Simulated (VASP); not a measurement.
Wanted: the native input for a VASP 6.6.1 run.

- Task: single point
- Functional: PBEsol
- Dispersion: D4
- Potentials or basis: VASP PAW PBE potentials, release 64 (K_sv, I)
- Cutoff: 520 eV
- k mesh: 5 × 5 × 3
- Occupations: gaussian, width 0.01 eV
- Spin: no spin polarisation
- Dipole correction: no
- Further INCAR settings: ALGO = Normal; EDIFF = 1e-06; NBANDS = 24

The structure of KI lies in POSCAR:

```
KI
1.0
    2.5126600000     -4.2552300000      0.0000000000
    2.5126600000      4.2552300000      0.0000000000
    0.0000000000      0.0000000000      8.6765900000
K I
2 2
Direct
    0.5000000000      0.5000000000      0.5000000000
    0.5000000000      0.5000000000      0.0000000000
    0.8402300000      0.1597700000      0.2500000000
    0.1597700000      0.8402300000      0.7500000000
```

These files were run (other wordings do the same):

INCAR

```
ALGO = Normal ; EDIFF = 1E-6
ENCUT = 520 ; GGA = PS
ISIF = 2 ; ISMEAR = 0
IVDW = 13 ; LASPH = True
LCHARG = False ; LREAL = False
LWAVE = False ; NBANDS = 24
NELM = 100 ; PREC = Accurate
SIGMA = 0.01
```

KPOINTS

```
k-points
0
Gamma
  5 5 3
```

Potentials or basis: VASP PAW PBE potentials, release 64 (K_sv, I).

Command:

```bash
$ cat potpaw_PBE.64/K_sv/POTCAR potpaw_PBE.64/I/POTCAR > POTCAR
$ mpirun -np 1 vasp_std > vasp.out
```

It gave:

- Pressure: -1.0 GPa
- Largest force: 0.030 eV/Å
- Band gap on the k mesh: 3.61 eV, direct
- Dispersion energy per atom: -0.092 eV

Caveat: the PAW data sets were made with another functional, which shifts forces and pressure a little; spin-orbit coupling is left out, which moves the levels of the heavy elements.

Run time: 65 s on 1 thread of Intel(R) Xeon(R) 6975P-C (Granite Rapids), with other jobs on the host, peak memory 0.34 GiB.
